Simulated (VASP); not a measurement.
# CdSe (F-43m) in VASP: a series of runs, part 2 of 2

VASP 6.6.1. The steps go on from the part before.

### 4 Dielectric tensor, r2SCAN

This run uses another cell than the first one, of 28.87 Å³/atom, 1.027 times its volume.

The input, INCAR:

```
PREC = Accurate ; ENCUT = 520
EDIFF = 1E-8 ; ISMEAR = 0
SIGMA = 0.01 ; LREAL = False
LASPH = True ; NELM = 60
ALGO = Normal ; ISIF = 2
LWAVE = False ; LCHARG = False
METAGGA = R2SCAN ; LMIXTAU = True
LCALCEPS = True
```

The input, KPOINTS:

```
regular mesh
0
Gamma
  6 6 6
```

The input, POSCAR:

```
CdSe
1.0
    0.0000000000      3.0678017005      3.0678017005
    3.0678017005      0.0000000000      3.0678017005
    3.0678017005      3.0678017005      0.0000000000
Cd Se
1 1
Direct
    0.0000000000      0.0000000000      0.0000000000
    0.7500000000      0.7500000000      0.7500000000
```

Potentials or basis: VASP PAW PBE potentials, release 64 (Cd, Se).

Started as:

```console
$ cat potpaw_PBE.64/Cd/POTCAR potpaw_PBE.64/Se/POTCAR > POTCAR
$ mpirun -np 1 vasp_std > vasp.out
```

OUTCAR:

```text
PREC = Accurate
   ENCUT = 520
   EDIFF = 1E-8
   ISMEAR = 0
   LREAL = False
   LASPH = True
   NELM = 60
   ISIF = 2
   METAGGA = R2SCAN

 ion  position               nearest neighbor table
   1  0.000  0.000  0.000-   2 2.66   2 2.66   2 2.66   2 2.66
   2  0.750  0.750  0.750-   1 2.66   1 2.66   1 2.66   1 2.66

  LATTYP: Found a face centered cubic cell.
 ALAT       =     6.1356034010

  Lattice vectors:

 A1 = (   0.0000000000,   3.0678017005,   3.0678017005)
 A2 = (   3.0678017005,   0.0000000000,   3.0678017005)
 A3 = (   3.0678017005,   3.0678017005,   0.0000000000)

Analysis of symmetry for initial positions (statically):
=====================================================================
 Subroutine PRICEL returns:
 Original cell was already a primitive cell.

 Routine SETGRP: Setting up the symmetry group for a
 face centered cubic supercell.

 Subroutine GETGRP returns: Found 24 space group operations
[... 569 lines left out ...]
  y    -0.00000     0.00000    -0.00000     0.00000     0.00000     2.29189
  z     0.00000     0.00000     0.00000     2.29189    -0.00000    -0.00000

 PIEZOELECTRIC TENSOR (including local field effects) (C/m^2)
          XX          YY          ZZ          XY          YZ          ZX
  --------------------------------------------------------------------------------
  x     0.00000     0.00000     0.00000     0.00000     0.63591    -0.00000
  y    -0.00000     0.00000    -0.00000     0.00000     0.00000     0.63591
  z     0.00000     0.00000     0.00000     0.63591    -0.00000    -0.00000

 BORN EFFECTIVE CHARGES (including local field effects) (in |e|, cummulative output)
 ---------------------------------------------------------------------------------
 ion    1
    1     2.25840     0.00000     0.00000
    2    -0.00000     2.25840    -0.00000
    3    -0.00000    -0.00000     2.25840
 ion    2
    1    -2.25840     0.00000     0.00000
    2    -0.00000    -2.25840    -0.00000
    3    -0.00000     0.00000    -2.25840

  FORCE on cell =-STRESS in cart. coord.  units (eV):
  Direction    XX          YY          ZZ          XY          YZ          ZX
  --------------------------------------------------------------------------------------
  -------------------------------------------------------------------------------------
  Total        0.0713485      0.0713485      0.0713485      0.0000000      0.0000000      0.0000000
  in kB        1.9796282      1.9796282      1.9796282      0.0000000      0.0000000      0.0000000
  external PRESSURE =       1.9796282 kB  Pullay stress =       0.0000000 kB

 VOLUME and BASIS-vectors are now :
 -----------------------------------------------------------------------------
  energy-cutoff  :      520.00
  volume of cell :       57.74
      direct lattice vectors                 reciprocal lattice vectors
     0.000000000  3.067801701  3.067801701    -0.162983155  0.162983155  0.162983155
     3.067801701  0.000000000  3.067801701     0.162983155 -0.162983155  0.162983155
     3.067801701  3.067801701  0.000000000     0.162983155  0.162983155 -0.162983155

 POSITION                                       TOTAL-FORCE (eV/Angst)
 -----------------------------------------------------------------------------------
      0.00000      0.00000      0.00000         0.000000     -0.000000      0.000000
      4.60170      4.60170      4.60170        -0.000000      0.000000     -0.000000
 -----------------------------------------------------------------------------------
    total drift:                                0.000004      0.000004      0.000004

  FREE ENERGIE OF THE ION-ELECTRON SYSTEM (eV)
  ---------------------------------------------------
  free  energy   TOTEN  =       -35.9129406233 eV

  energy  without entropy=      -35.9129406233  energy(sigma->0) =      -35.91294062
```

stdout:

```text
POSCAR found type information on POSCAR CdSe
 POSCAR found :  2 types and       2 ions
 scaLAPACK will be used
 -----------------------------------------------------------------------------
[... 111 lines left out ...]
 p_tot=( -0.922E+01 -0.920E+01 -0.922E+01 )
dp_tot=(  0.150E-04  0.140E-01  0.147E-04 )  diag[e(oo)]=(    ---    5.39410    ---   )
 p_tot=( -0.922E+01 -0.920E+01 -0.922E+01 )
dp_tot=(  0.172E-04  0.155E-01  0.166E-04 )  diag[e(oo)]=(    ---    5.86400    ---   )
 p_tot=( -0.922E+01 -0.920E+01 -0.922E+01 )
dp_tot=(  0.150E-04  0.160E-01  0.143E-04 )  diag[e(oo)]=(    ---    6.00635    ---   )
 p_tot=( -0.922E+01 -0.920E+01 -0.922E+01 )
dp_tot=(  0.123E-04  0.161E-01  0.114E-04 )  diag
```

Wall time 34 min (1 thread of AMD EPYC 9R45 (Zen 5), shared host); peak memory 0.35 GiB.

What came out:

```
Band gap on the k mesh                  : 1.03 eV, direct
Electronic dielectric tensor (diagonal) : 6.37
Born charges (mean of the diagonal)     : Cd +2.26; Se -2.26 e
```

Levels at points of the mesh, in eV from the valence-band top:
```tsv
k point	band 7	band 8	band 9	band 10	band 11	band 12
(0.00, 0.00, 0.00)	0.00	0.00	0.00	1.03	6.47	6.47
(0.50, 0.00, 0.00)	-4.27	-0.72	-0.72	2.82	6.92	6.92
(0.50, 0.50, 0.00)	-3.97	-1.80	-1.80	3.50	4.13	9.56
```

Electronic dielectric tensor:
```
6.37 0.00 0.00
0.00 6.37 0.00
0.00 0.00 6.37
```

Born effective charge tensors (e):
atom 1, Cd
```
2.26 0.00 0.00
0.00 2.26 0.00
0.00 0.00 2.26
```
atom 2, Se
```
-2.26  0.00  0.00
 0.00 -2.26  0.00
 0.00  0.00 -2.26
```

Dipole moments of the cell (e·Å, modulo the quantum): ionic -9.203, -9.203, -9.203; electronic -0.014, -0.014, 0.004

Caveat: the PAW data sets were made with another functional, which shifts forces and pressure a little.

### 5 Summary

```tsv
task	level	cell	gap on the mesh (eV)
vibrations by perturbation theory	PBEsol	a = 4.301 Å, angles 60.0°, 2 atoms	-
dielectric tensor	PBE	a = 4.339 Å, angles 60.0°, 2 atoms	0.55
dielectric tensor	r2SCAN	a = 4.339 Å, angles 60.0°, 2 atoms	1.03
```

Alike in all rows: potentials or basis VASP PAW PBE potentials, release 64 (Cd, Se); no spin polarisation; k mesh 6 × 6 × 6; cutoff (eV) 520; smearing gaussian 0.01 eV.

Caveats: the PAW data sets were made with another functional, which shifts forces and pressure a little (some runs); the gap is small at this level, which inflates the dielectric constant (some runs).

Total energies depend on the potentials used, so only differences within one code and one set of settings carry meaning.
